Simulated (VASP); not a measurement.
# GaN (F-43m) in VASP: a series of runs, part 2 of 2

VASP 6.6.1. Earlier steps stand in the parts before.

**3. Relaxation of cell and atoms, LDA, target pressure 30 GPa, at which the enthalpy is minimised**

This run uses another cell than the first one, of 11.06 Å³/atom.

Contents of INCAR:

```
SYSTEM = GaN
ALGO = Normal ; EDIFF = 1E-6
EDIFFG = -0.002 ; ENCUT = 600
IBRION = 2 ; ISIF = 3
ISMEAR = 0 ; LASPH = .True.
LCHARG = .False. ; LREAL = .False.
LWAVE = .False. ; NELM = 80
NSW = 100 ; PREC = Accurate
PSTRESS = 300.0 ; SIGMA = 0.01
```

Contents of KPOINTS:

```
k-points
0
Gamma
  8 8 8
  0 0 0
```

Contents of POSCAR:

```
GaN
1.0
    0.0000000000      2.2277052402      2.2277052402
    2.2277052402      0.0000000000      2.2277052402
    2.2277052402      2.2277052402      0.0000000000
Ga N
1 1
Direct
    0.0000000000      0.0000000000      0.0000000000
    0.2500000000      0.2500000000      0.2500000000
```

Potentials or basis: VASP PAW LDA potentials, release 64 (Ga_d, N).

The run is started by

```bash
cat potpaw_LDA.64/Ga_d/POTCAR potpaw_LDA.64/N/POTCAR > POTCAR
mpirun -np 1 vasp_std > vasp.out
```

OUTCAR:

```text
SYSTEM = GaN
   EDIFF = 1E-6
   EDIFFG = -0.002
   ENCUT = 600
   IBRION = 2
   ISIF = 3
   ISMEAR = 0
   LASPH = .True.
   LREAL = .False.
   NELM = 80
   NSW = 100
   PREC = Accurate
   PSTRESS = 300.0

 ion  position               nearest neighbor table
   1  0.000  0.000  0.000-   2 1.93   2 1.93   2 1.93   2 1.93
   2  0.250  0.250  0.250-   1 1.93   1 1.93   1 1.93   1 1.93

  LATTYP: Found a face centered cubic cell.
 ALAT       =     4.4554104804

  Lattice vectors:

 A1 = (   0.0000000000,   2.2277052402,   2.2277052402)
 A2 = (   2.2277052402,   0.0000000000,   2.2277052402)
 A3 = (   2.2277052402,   2.2277052402,   0.0000000000)

Analysis of symmetry for initial positions (statically):
=====================================================================
 Subroutine PRICEL returns:
[... 420 lines left out ...]
      1     -10.4039      2.00000
      2      -7.0195      2.00000
      3      -7.0195      2.00000
      4      -7.0195      2.00000
      5      -6.5243      2.00000
      6      -6.5243      2.00000
      7       6.7732      2.00000
      8       6.7732      2.00000
      9       6.7732      2.00000
     10       9.4609      0.00000
     11      17.7969      0.00000
     12      17.7969      0.00000
     13      17.7969      0.00000
[... 354 lines left out ...]
  band No.  band energies     occupation
      1      -8.8918      2.00000
      2      -6.8706      2.00000
      3      -6.7724      2.00000
      4      -6.5670      2.00000
      5      -6.4779      2.00000
      6      -4.7461      2.00000
      7      -0.6335      2.00000
      8       3.2960      2.00000
      9       4.6132      2.00000
     10      13.9541      0.00000
     11      14.4474      0.00000
     12      17.7613      0.00000
     13      19.2851      0.00000

 [... further k-points ...]

------------------------ aborting loop because EDIFF is reached ----------------------------------------

  FORCE on cell =-STRESS in cart. coord.  units (eV):
  Direction    XX          YY          ZZ          XY          YZ          ZX
  --------------------------------------------------------------------------------------
  -------------------------------------------------------------------------------------
  Total        3.7047091      3.7047091      3.7047091      0.0000000      0.0000000      0.0000000
  in kB      299.9069454    299.9069454    299.9069454      0.0000000      0.0000000      0.0000000
  external PRESSURE =      -0.0930546 kB  Pullay stress =     300.0000000 kB
[... 21 lines left out ...]
  energy  without entropy=      -13.7393080205  energy(sigma->0) =      -13.73930802

  enthalpy is  TOTEN    =       -10.0334494747 eV   P V=        3.7058585458

 reached required accuracy - stopping structural energy minimisation
```

OSZICAR:

```text
N       E                     dE             d eps       ncg     rms          rms(c)
DAV:   1     0.873022130798E+02    0.87302E+02   -0.10577E+04   826   0.271E+03
DAV:   2    -0.913335214156E+01   -0.96436E+02   -0.90867E+02   859   0.376E+02
DAV:   3    -0.159217354933E+02   -0.67884E+01   -0.67447E+01   869   0.882E+01
[... 55 lines left out ...]
DAV:   1    -0.137393955088E+02    0.27148E-02   -0.11259E-03   869   0.104E+00    0.566E-02
DAV:   2    -0.137393272166E+02    0.68292E-04   -0.11040E-04   914   0.399E-01    0.254E-02
DAV:   3    -0.137393100999E+02    0.17117E-04   -0.17663E-05   919   0.176E-01    0.595E-03
DAV:   4    -0.137393080132E+02    0.20868E-05   -0.29984E-06   698   0.267E-02    0.495E-04
DAV:   5    -0.137393080205E+02   -0.73196E-08   -0.18779E-07   377   0.564E-03
   7 F= -.10033449E+02 E0= -.10033449E+02  d E =-.680667E-06
```

Wall time 89 s (1 thread of AMD EPYC 7R43 (Zen 3), shared host); peak memory 0.12 GiB.

Results:

```yaml
Free_energy: -13.7393 eV
Relaxed_volume: 9.90 Å³/atom
Relaxed_cell: a = 3.036 Å, b = 3.036 Å, c = 3.036 Å, α = 60.00°, β = 60.00°, γ = 60.00°
Space_group_after_relaxing_to_0.1_Å: F-43m (No. 216)
Energy_change_on_relaxing_the_run_minimises_the_enthalpy: +102.2 meV/atom
Ionic_steps: 7
Pressure_after_relaxing: 30.0 GPa
Band_gap_on_the_k_mesh: 2.69 eV
```

The path:
```
step  energy change (eV)  largest force (eV/Å)  pressure (GPa)  volume (Å³)
   1              0.0000                0.0000            0.99        22.11
   2              1.7054                0.0000          121.29        16.30
   3              0.1810                0.0000           28.16        19.92
   4              0.1975                0.0000           29.48        19.83
   5              0.2056                0.0000           30.14        19.78
   6              0.2016                0.0000           29.68        19.81
   7              0.2044                0.0000           29.99        19.79
```

Final structure:
```
CELL_PARAMETERS angstrom
0.00000 2.14692 2.14692
2.14692 0.00000 2.14692
2.14692 2.14692 0.00000
ATOMIC_POSITIONS crystal
Ga 0.00000 0.00000 0.00000
N 0.25000 0.25000 0.25000
```

Caveat: the cell is relaxed towards a set pressure, so the run minimises the enthalpy, not the energy.

**4. Single point, LDA**

This run uses another cell than the first one, of 11.06 Å³/atom.

Contents of INCAR:

```
SYSTEM = GaN
PREC     = Accurate       ! precision mode
ENCUT    = 520            ! plane-wave cutoff, eV
EDIFF    = 1E-6           ! SCF threshold, eV
ISMEAR   = -1             ! smearing method
SIGMA    = 0.08           ! smearing width, eV
LREAL    = .False.        ! projectors in reciprocal space
LASPH    = .True.         ! aspherical terms in the spheres
NELM     = 60             ! most SCF steps
ALGO     = Normal         ! electronic algorithm
ISIF     = 2              ! what is computed and relaxed
LWAVE    = .False.        ! write WAVECAR
LCHARG   = .False.        ! write CHGCAR
NBANDS   = 16             ! bands
```

Contents of KPOINTS:

```
Automatic mesh
0
Gamma
  16 16 16
  0 0 0
```

POSCAR is that of step 3.

The run is started by

```bash
cat potpaw_LDA.64/Ga_d/POTCAR potpaw_LDA.64/N/POTCAR > POTCAR
mpirun -np 1 vasp_std > vasp.out
```

Wall time 81 s (1 thread of AMD EPYC 7R43 (Zen 3), shared host); peak memory 0.12 GiB.

It converged, with:

- Free energy: -13.9439 eV
- Pressure: 1.1 GPa
- Band gap on the k mesh: 1.97 eV

Levels at points of the mesh, in eV from the valence-band top:
```
           k point  band 5  band 6  band 7  band 8  band 9  band 10  band 11  band 12  band 13  band 14
(0.00, 0.00, 0.00)  -13.24  -13.24    0.00    0.00    0.00     1.97    10.33    10.33    10.33    17.77
(0.50, 0.00, 0.00)  -13.18  -11.86   -7.35   -1.02   -1.02     4.78     8.77    10.38    10.38    15.68
(0.50, 0.50, 0.00)  -13.15  -11.38   -6.35   -2.86   -2.86     3.26     6.69    11.75    14.12    14.12
```

**5. Relaxation of cell and atoms, LDA**

This run uses another cell than the first one, of 11.44 Å³/atom.

Contents of INCAR:

```
  ALGO = Normal
  EDIFF = 1E-6
  EDIFFG = -0.002
  ENCUT = 600
  GGA = CA
  IBRION = 2
  ISIF = 3
  ISMEAR = -1
  LASPH = T
  LCHARG = F
  LREAL = F
  LWAVE = F
  NELM = 60
  NSW = 100
  PREC = Accurate
  SIGMA = 0.08
```

Contents of KPOINTS:

```
k-points
0
Gamma
  16 16 16
```

Contents of POSCAR:

```
GaN
1.0
    0.0000000000      2.2535006075      2.2535006075
    2.2535006075      0.0000000000      2.2535006075
    2.2535006075      2.2535006075      0.0000000000
Ga N
1 1
Direct
    0.0000000000      0.0000000000      0.0000000000
    0.2500000000      0.2500000000      0.2500000000
```

The run is started by

```bash
cat potpaw_LDA.64/Ga_d/POTCAR potpaw_LDA.64/N/POTCAR > POTCAR
mpirun -np 1 vasp_std > vasp.out
```

It took 4.7 min on 1 thread of AMD EPYC 7R43 (Zen 3), shared host; peak memory 0.14 GiB.

Results (log left out):

```
Free energy                           : -13.9454 eV
Relaxed volume                        : 11.12 Å³/atom
Relaxed cell                          : a = 3.156 Å, b = 3.156 Å, c = 3.156 Å, α = 60.00°, β = 60.00°, γ = 60.00°
Space group after relaxing (to 0.1 Å) : F-43m (No. 216)
Energy gained by relaxing             : 6.0 meV/atom
Ionic steps                           : 6
Pressure after relaxing               : 0.0 GPa
Band gap on the k mesh                : 1.94 eV
```

The path:
```
step  energy change (eV)  largest force (eV/Å)  pressure (GPa)  volume (Å³)
   1              0.0000                0.0000           -5.59        22.89
   2             -0.0003                0.0000            6.10        21.59
   3             -0.0120                0.0000            0.07        22.22
   4             -0.0120                0.0000           -0.17        22.23
   5             -0.0120                0.0000           -0.18        22.23
   6             -0.0120                0.0000            0.00        22.23
```

Final structure:
```cif
data_structure
_symmetry_space_group_name_H-M 'P 1'
_symmetry_Int_Tables_number 1
_cell_length_a 3.1561
_cell_length_b 3.1561
_cell_length_c 3.1561
_cell_angle_alpha 60.000
_cell_angle_beta 60.000
_cell_angle_gamma 60.000
_cell_volume 22.23
loop_
_atom_site_label
_atom_site_type_symbol
_atom_site_fract_x
_atom_site_fract_y
_atom_site_fract_z
_atom_site_occupancy
Ga1 Ga 0.00000 0.00000 0.00000 1
N1 N 0.25000 0.25000 0.25000 1
```

Levels at points of the mesh, in eV from the valence-band top:
```tsv
k point	band 7	band 8	band 9	band 10	band 11	band 12
(0.00, 0.00, 0.00)	0.00	0.00	0.00	1.94	10.29	10.29
(0.50, 0.00, 0.00)	-7.31	-1.02	-1.02	4.74	8.74	10.36
(0.50, 0.50, 0.00)	-6.33	-2.84	-2.84	3.26	6.65	11.71
```

A k mesh can miss the band edges.

**6. The runs side by side**

| task | cell | k mesh | cutoff (eV) | smearing | gap on the mesh (eV) | pressure (GPa) |
| --- | --- | --- | --- | --- | --- | --- |
| single point | a = 3.031 Å, angles 60.0°, 2 atoms | 8 × 8 × 8 | 520 | gaussian 0.01 eV | 2.72 | 31.5 |
| relaxation of cell and atoms | relaxed to 30 GPa from a = 3.150 Å, angles 60.0°, 2 atoms | 8 × 8 × 8 | 600 | gaussian 0.01 eV | 2.69 | 30.0 |
| single point | a = 3.150 Å, angles 60.0°, 2 atoms | 16 × 16 × 16 | 520 | fermi-dirac 0.08 eV | 1.97 | 1.1 |
| relaxation of cell and atoms | relaxed from a = 3.187 Å, angles 60.0°, 2 atoms | 16 × 16 × 16 | 600 | fermi-dirac 0.08 eV | 1.94 | 0.0 |

Alike in all rows: level LDA; potentials or basis VASP PAW LDA potentials, release 64 (Ga_d, N); no spin polarisation.

Caveats: the cell stands under pressure (at least some runs); the cell is relaxed towards a set pressure, so the run minimises the enthalpy, not the energy (at least some runs).

Total energies depend on the potentials used, so only differences within one code and one set of settings carry meaning.
